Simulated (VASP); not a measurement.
# Ga3Cl in VASP: further runs, part 2 of 2

VASP 6.6.1.

## 3. Relaxation of cell and atoms, PBE

This run uses another cell than the first one, of 18.79 Å³/atom, 0.842 times its volume.

Input file INCAR:

```
PREC = Accurate ; ENCUT = 600
EDIFF = 1E-6 ; ISMEAR = 0
SIGMA = 0.1 ; LREAL = False
LASPH = True ; NELM = 80
ALGO = Normal ; ISIF = 3
LWAVE = False ; LCHARG = False
GGA = PE ; IBRION = 2
NSW = 90 ; EDIFFG = -0.04
```

Input file KPOINTS:

```
regular mesh
0
Gamma
  4 4 4
```

Input file POSCAR:

```
Ga3Cl
1.0
    4.2347598002      0.0000000000      0.0000000000
    0.0000000000      4.2347598002      0.0000000000
    0.0000000000      0.0000000000      4.1912323800
Ga Cl
3 1
Direct
    0.0000000000      0.5000000000      0.5000000000
    0.5000000000      0.0000000000      0.5000000000
    0.5000000000      0.5000000000      0.0000000000
    0.0000000000      0.0000000000      0.0000000000
```

Potentials or basis: VASP PAW PBE potentials, release 64 (Ga_d, Cl).

Command:

```console
$ cat potpaw_PBE.64/Ga_d/POTCAR potpaw_PBE.64/Cl/POTCAR > POTCAR
$ mpirun -np 1 vasp_std > vasp.out
```

OUTCAR:

```text
PREC = Accurate
   ENCUT = 600
   EDIFF = 1E-6
   ISMEAR = 0
   LREAL = False
   LASPH = True
   NELM = 80
   ISIF = 3
   GGA = PE
   IBRION = 2
   NSW = 90
   EDIFFG = -0.04

 ion  position               nearest neighbor table
   1  0.000  0.500  0.500-
   2  0.500  0.000  0.500-
   3  0.500  0.500  0.000-
   4  0.000  0.000  0.000-

  LATTYP: Found a simple tetragonal cell.
 ALAT       =     4.2347598002
 C/A-ratio  =     0.9897213957

  Lattice vectors:

 A1 = (   4.2347598002,   0.0000000000,   0.0000000000)
 A2 = (   0.0000000000,   4.2347598002,   0.0000000000)
 A3 = (   0.0000000000,   0.0000000000,   4.1912323800)

Analysis of symmetry for initial positions (statically):
=====================================================================
 Subroutine PRICEL returns:
 Original cell was already a primitive cell.

 Routine SETGRP: Setting up the symmetry group for a
 simple tetragonal supercell.

 Subroutine GETGRP returns: Found 16 space group operations
 (whereof 16 operations were pure point group operations)
 out of a pool of 16 trial point group operations.

The static configuration has the point symmetry D_4h.

Analysis of symmetry for dynamics (positions and initial velocities):
=====================================================================
 Subroutine PRICEL returns:
 Original cell was already a primitive cell.

 Routine SETGRP: Setting up the symmetry group for a
 simple tetragonal supercell.

 Subroutine GETGRP returns: Found 16 space group operations
 (whereof 16 operations were pure point group operations)
 out of a pool of 16 trial point group operations.

The dynamic configuration has the point symmetry D_4h.

 Subroutine INISYM returns: Found 16 space group operations
 (whereof 16 operations are pure point group operations),
 and found     1 'primitive' translations

----------------------------------------------------------------------------------------

                                     Primitive cell

  volume of cell :      75.1622

  direct lattice vectors                    reciprocal lattice vectors
     4.234759800  0.000000000  0.000000000     0.236140902  0.000000000  0.000000000
     0.000000000  4.234759800  0.000000000     0.000000000  0.236140902  0.000000000
     0.000000000  0.000000000  4.191232380     0.000000000  0.000000000  0.238593308

  length of vectors
     4.234759800  4.234759800  4.191232380     0.236140902  0.236140902  0.238593308

  position of ions in fractional coordinates (direct lattice)
     0.000000000  0.500000000  0.500000000
     0.500000000  0.000000000  0.500000000
     0.500000000  0.500000000  0.000000000
     0.000000000  0.000000000  0.000000000

  ion indices of the primitive-cell ions
   primitive index   ion index
                 1           1
                 2           2
                 3           3
                 4           4

----------------------------------------------------------------------------------------

 KPOINTS: regular mesh

Automatic generation of k-mesh.
 Grid dimensions read from file:
 generate k-points for:    4    4    4

 Generating k-lattice:

  Cartesian coordinates                     Fractional coordinates (reciprocal lattice)
     0.059035226  0.000000000  0.000000000     0.250000000  0.000000000  0.000000000
     0.000000000  0.059035226  0.000000000     0.000000000  0.250000000  0.000000000
     0.000000000  0.000000000  0.059648327     0.000000000  0.000000000  0.250000000

  Length of vectors
     0.059035226  0.059035226  0.059648327

  Shift w.r.t. Gamma in fractional coordinates (k-lattice)
     0.000000000  0.000000000  0.000000000

 Subroutine IBZKPT returns following result:
 ===========================================

 Found     18 irreducible k-points:

 Following reciprocal coordinates:
            Coordinates               Weight
  0.000000  0.000000  0.000000      1.000000
  0.250000  0.000000  0.000000      4.000000
  0.500000  0.000000  0.000000      2.000000
  0.250000  0.250000  0.000000      4.000000
  0.500000  0.250000  0.000000      4.000000
  0.500000  0.500000  0.000000      1.000000
[... 10 lines left out ...]
  0.500000  0.250000  0.500000      4.000000
  0.500000  0.500000  0.500000      1.000000
   k-points           NKPTS =     18   k-points in BZ     NKDIM =     18   number of bands    NBANDS=     27
   number of dos      NEDOS =    301   number of ions     NIONS =      4
   total plane-waves  NPLWV =  46656
   dimension x,y,z NGX =    36 NGY =   36 NGZ =   36
   dimension x,y,z NGXF=    72 NGYF=   72 NGZF=   72
   ions per type =               3   1
   NGX,Y,Z   is equivalent  to a cutoff of  14.13, 14.13, 14.28 a.u.
   NGXF,Y,Z  is equivalent  to a cutoff of  28.27, 28.27, 28.56 a.u.
 SYSTEM =  unknown system
   PREC   = accura    normal or accurate (medium, high low for compatibility)
   ISTART =      0    job   : 0-new  1-cont  2-samecut
   ICHARG =      2    charge: 1-file 2-atom 10-const
   ISPIN  =      1    spin polarized calculation?
   LNONCOLLINEAR =      F non collinear calculations
   LSORBIT =      F    spin-orbit coupling
   LASPH  =      T    aspherical Exc in radial PAW
   ENCUT  =  600.0 eV  44.10 Ry    6.64 a.u.   8.46  8.46  8.37*2*pi/ulx,y,z
   NELM   =     80;   NELMIN=  2; NELMDL= -5     # of ELM steps
   EDIFF  = 0.1E-05   stopping-criterion for ELM
   LREAL  =      F    real-space projection
   EDIFFG = -.4E-01   stopping-criterion for IOM
   NSW    =     90    number of steps for IOM
   IBRION =      2    ionic relax: 0-MD 1-quasi-New 2-CG
   NFREE  =      1    steps in history (QN), initial steepest desc. (CG)
   ISIF   =      3    stress and relaxation
   ISYM   =      2    0-nonsym 1-usesym 2-fastsym
   POTIM  = 0.5000    time-step for ionic-motion
   TEBEG  =    0.0;   TEEND  =   0.0 temperature during run
   PSTRESS=    0.0 pullay stress
   NELECT =      46.0000    total number of electrons
   NUPDOWN=      -1.0000    fix difference up-down
   EMIN   =  10.00;   EMAX   =-10.00  energy-range for DOS
   EFERMI =   0.00;   METHOD = LEGACY
   ISMEAR =     0;   SIGMA  =   0.10  broadening in eV -4-tet -1-fermi 0-gaus
   EFERMI_NEDOS =   21; number of points for ismear=-14 and -15
   IALGO  =     38    algorithm
   IMIX   =      4    mixing-type and parameters
     AMIX     =   0.40;   BMIX     =  1.00
     AMIX_MAG =   1.60;   BMIX_MAG =  1.00
  volume/ion in A,a.u.               =      18.79       126.80
  Fermi-wavevector in a.u.,A,eV,Ry     =   1.389935  2.626595 26.285340  1.931918
  Thomas-Fermi vector in A             =   2.513918
   LORBIT       =      0    0 simple, 1 ext, 2 COOP (PROOUT), +10 PAW based schemes
   GGA     = PE    functional components
   LHFCALC =     F    Hartree Fock is set to
   AEXX    =    0.0000 exact exchange contribution
   IVDW    =     0    specifies the selected vdW correction
   LEPSILON=     F    determine dielectric tensor
   LRPA    =     F    only Hartree local field effects (RPA)
 conjugate gradient relaxation of ions
 non-spin polarized calculation
 Gauss-broadening in eV      SIGMA  =   0.10
  energy-cutoff  :      600.00
  volume of cell :       75.16
 maximum number of plane-waves:      2530
 NGX is ok and might be reduce to    36
   NGX = 17   NGY = 17   NGZ = 17

--------------------------------------- Ionic step        1  -------------------------------------------

 number of electron      45.9999979 magnetization

 Free energy of the ion-electron system (eV)
  ---------------------------------------------------
  ext. energy  EPLUGINS =         0.00000000
  ---------------------------------------------------
  free energy    TOTEN  =       -10.18683299 eV

  energy without entropy =      -10.15155086  energy(sigma->0) =      -10.16919192

------------------------ aborting loop because EDIFF is reached ----------------------------------------

  FORCE on cell =-STRESS in cart. coord.  units (eV):
  Direction    XX          YY          ZZ          XY          YZ          ZX
  --------------------------------------------------------------------------------------
  -------------------------------------------------------------------------------------
  Total        4.0543529      4.0543529      2.6162001      0.0000000      0.0000000      0.0000000
  in kB       86.4236951     86.4236951     55.7676369      0.0000000      0.0000000      0.0000000
  external PRESSURE =      76.2050090 kB  Pullay stress =       0.0000000 kB
[... 645 lines left out ...]
     26       7.4271      0.00000
     27       9.6757      0.00000

[... ionic steps 4 to 10 ...]

--------------------------------------- Ionic step       11  -------------------------------------------

 number of electron      46.0000013 magnetization

------------------------ aborting loop because EDIFF is reached ----------------------------------------
[... 618 lines left out ...]
--------------------------------------- Ionic step       13  -------------------------------------------

 number of electron      45.9999943 magnetization

 Free energy of the ion-electron system (eV)
  ---------------------------------------------------
  ext. energy  EPLUGINS =         0.00000000
  ---------------------------------------------------
  free energy    TOTEN  =       -11.19093140 eV

  energy without entropy =      -11.18042741  energy(sigma->0) =      -11.18567941

 E-fermi :   4.5080     XC(G=0): -10.2192

 val. band max:        4.4901094204   @ k =   0.2500   0.2500   0.5000
 cond. band min:       4.5423019782   @ k =   0.0000   0.0000   0.5000
 fundamental gap:      0.0521925577
 Fermi energy:         4.5079639539
[... 569 lines left out ...]
  FREE ENERGIE OF THE ION-ELECTRON SYSTEM (eV)
  ---------------------------------------------------
  free  energy   TOTEN  =       -11.1909314024 eV

  energy  without entropy=      -11.1804274083  energy(sigma->0) =      -11.18567941

 reached required accuracy - stopping structural energy minimisation
```

OSZICAR:

```text
N       E                     dE             d eps       ncg     rms          rms(c)
DAV:   1     0.341498711218E+03    0.34150E+03   -0.24865E+04   980   0.323E+03
DAV:   2     0.348841306736E+02   -0.30661E+03   -0.30142E+03  1004   0.586E+02
DAV:   3    -0.783554582445E+01   -0.42720E+02   -0.40989E+02  1178   0.159E+02
[... 136 lines left out ...]
DAV:   5    -0.111909216819E+02    0.22334E-03   -0.32417E-03  1159   0.745E-01    0.424E-02
DAV:   6    -0.111909257361E+02   -0.40542E-05   -0.34267E-04  1079   0.321E-01    0.205E-02
DAV:   7    -0.111909302812E+02   -0.45451E-05   -0.63965E-05  1098   0.128E-01    0.995E-03
DAV:   8    -0.111909310290E+02   -0.74787E-06   -0.11053E-05   979   0.691E-02    0.193E-03
DAV:   9    -0.111909314024E+02   -0.37334E-06   -0.28212E-06   731   0.184E-02
  13 F= -.11190931E+02 E0= -.11185679E+02  d E =-.265494E-01
```

Run time: 6.2 min. Hardware: 1 thread of Intel Xeon 6975P-C, shared host; peak memory 0.23 GiB.

Results:

| Quantity | Value |
| --- | --- |
| Free energy | -11.1909 eV |
| Relaxed volume | 21.06 Å³/atom |
| Relaxed cell | a = 5.012 Å, b = 5.012 Å, c = 3.353 Å, α = 90.00°, β = 90.00°, γ = 90.00° |
| Space group after relaxing (to 0.05 Å) | P4/mmm (No. 123) |
| Energy gained by relaxing | 251.0 meV/atom |
| Ionic steps | 13 |
| Pressure after relaxing | 0.0 GPa |
| Band gap on the k mesh | zero (band 23 reaches 5.65 eV, above the bottom of band 24 at 3.76 eV) |

Step by step:
```csv
step,energy change (eV),largest force (eV/Å),pressure (GPa),volume (Å³)
1,0.0000,0.0000,7.62,75.16
2,-0.3180,0.0000,2.32,85.30
3,-0.3743,0.0000,-0.34,92.57
4,-0.4493,0.0000,-0.89,93.08
5,-0.5781,0.0000,-1.43,93.72
6,-0.7931,0.0000,-2.21,94.43
7,-0.8647,0.0000,-2.81,93.38
8,-0.8999,0.0000,-2.79,94.34
9,-0.9501,0.0000,-2.40,91.31
10,-0.9767,0.0000,-1.48,87.93
11,-0.9775,0.0000,-1.22,87.17
12,-0.9937,0.0000,-0.80,85.96
13,-1.0041,0.0000,0.01,84.23
```

Final structure:
```yaml
crystal:
  lattice:
    - [5.01208, 0.00000, 0.00000]
    - [0.00000, 5.01208, 0.00000]
    - [0.00000, 0.00000, 3.35315]
  atoms:
    - { symbol: Ga, position: [0.00000, 0.50000, 0.50000] }
    - { symbol: Ga, position: [0.50000, 0.00000, 0.50000] }
    - { symbol: Ga, position: [0.50000, 0.50000, 0.00000] }
    - { symbol: Cl, position: [0.00000, 0.00000, 0.00000] }
```

Caveat: the k points lie up to 0.47 Å⁻¹ apart in the final cell.

## 4. Relaxation of cell and atoms, PBE

This run uses another cell than the first one, of 23.02 Å³/atom, 1.032 times its volume.

Input file INCAR:

```
SYSTEM = Ga3Cl
ALGO     = Normal         ! electronic algorithm
EDIFF    = 1E-7           ! SCF threshold, eV
EDIFFG   = -0.01          ! ionic threshold
ENCUT    = 600            ! plane-wave cutoff, eV
GGA      = PE             ! functional
IBRION   = 2              ! ionic algorithm
ISIF     = 3              ! what is computed and relaxed
ISMEAR   = 0              ! smearing method
LASPH    = .TRUE.         ! aspherical terms in the spheres
LCHARG   = .FALSE.        ! write CHGCAR
LREAL    = .FALSE.        ! projectors in reciprocal space
LWAVE    = .FALSE.        ! write WAVECAR
NELM     = 60             ! most SCF steps
NSW      = 100            ! ionic steps
PREC     = Accurate       ! precision mode
SIGMA    = 0.1            ! smearing width, eV
```

Input file KPOINTS:

```
k-points
0
G
  10 10 10
  0 0 0
```

Input file POSCAR:

```
Ga3Cl
1.0
    4.5155350211      0.0000000000      0.0000000000
    0.0000000000      4.5155350211      0.0000000000
    0.0000000000      0.0000000000      4.5155350211
Ga Cl
3 1
Direct
    0.0000000000      0.5000000000      0.5000000000
    0.5000000000      0.0000000000      0.5000000000
    0.5000000000      0.5000000000      0.0000000000
    0.0000000000      0.0000000000      0.0000000000
```

Command:

```console
$ cat potpaw_PBE.64/Ga_d/POTCAR potpaw_PBE.64/Cl/POTCAR > POTCAR
$ mpirun -np 1 vasp_std > vasp.out
```

It took 3.9 min on 1 thread of Intel Xeon Platinum 8488C (Sapphire Rapids), shared host; peak memory 0.3 GiB.

It converged, with:

* Free energy: -10.7555 eV
* Relaxed volume: 22.32 Å³/atom
* Relaxed cell: a = 4.469 Å, b = 4.469 Å, c = 4.469 Å, α = 90.00°, β = 90.00°, γ = 90.00°
* Space group after relaxing (to 0.05 Å): Pm-3m (No. 221)
* Energy gained by relaxing: 1.8 meV/atom
* Ionic steps: 3
* Pressure after relaxing: 0.0 GPa
* Band gap on the k mesh: zero (band 23 reaches 4.71 eV, above the bottom of band 24 at 4.12 eV)

The path:
| step | energy change (eV) | largest force (eV/Å) | pressure (GPa) | volume (Å³) |
| --- | --- | --- | --- | --- |
| 1 | 0.0000 | 0.0000 | -0.83 | 92.07 |
| 2 | -0.0059 | 0.0000 | -0.37 | 90.49 |
| 3 | -0.0072 | 0.0000 | 0.02 | 89.28 |

Final structure:
```cif
data_structure
_symmetry_space_group_name_H-M 'P 1'
_symmetry_Int_Tables_number 1
_cell_length_a 4.4695
_cell_length_b 4.4695
_cell_length_c 4.4695
_cell_angle_alpha 90.000
_cell_angle_beta 90.000
_cell_angle_gamma 90.000
_cell_volume 89.28
loop_
_atom_site_label
_atom_site_type_symbol
_atom_site_fract_x
_atom_site_fract_y
_atom_site_fract_z
_atom_site_occupancy
Ga1 Ga 0.00000 0.50000 0.50000 1
Ga2 Ga 0.50000 0.00000 0.50000 1
Ga3 Ga 0.50000 0.50000 0.00000 1
Cl1 Cl 0.00000 0.00000 0.00000 1
```

Levels at points of the mesh, in eV from the Fermi level:
```
           k point  band 19  band 20  band 21  band 22  band 23  band 24  band 25  band 26  band 27
(0.00, 0.00, 0.00)    -4.90    -4.90    -2.96    -2.96     0.26     0.26     0.26     4.33     4.33
(0.50, 0.00, 0.00)    -4.50    -4.50    -3.13    -2.37    -0.24    -0.24     1.30     3.13     3.14
(0.50, 0.50, 0.00)    -6.37    -4.25    -2.58    -2.58    -1.33     1.21     1.70     1.70     1.78
(0.50, 0.50, 0.50)    -5.63    -5.13    -5.13    -5.13    -3.45     1.39     1.39     1.39     7.71
```

## 5. Overview

```csv
task,cell,k mesh,cutoff (eV),gap on the mesh (eV),pressure (GPa),relaxed volume (Å³/atom)
single point,"a = 4.469 Å, 4 atoms",10 × 10 × 10,520,none,0.0,-
relaxation of cell and atoms,"relaxed from a = 4.235, b = 4.235, c = 4.191 Å, 4 atoms",4 × 4 × 4,600,none,0.0,21.06
relaxation of cell and atoms,"relaxed from a = 4.516 Å, 4 atoms",10 × 10 × 10,600,none,0.0,22.32
```

Alike in all rows: level PBE; potentials or basis VASP PAW PBE potentials, release 64 (Ga_d, Cl); no spin polarisation; smearing gaussian 0.1 eV.

Caveats: some runs use coarse meshes.

Total energies depend on the potentials used, so only differences within one code and one set of settings carry meaning.
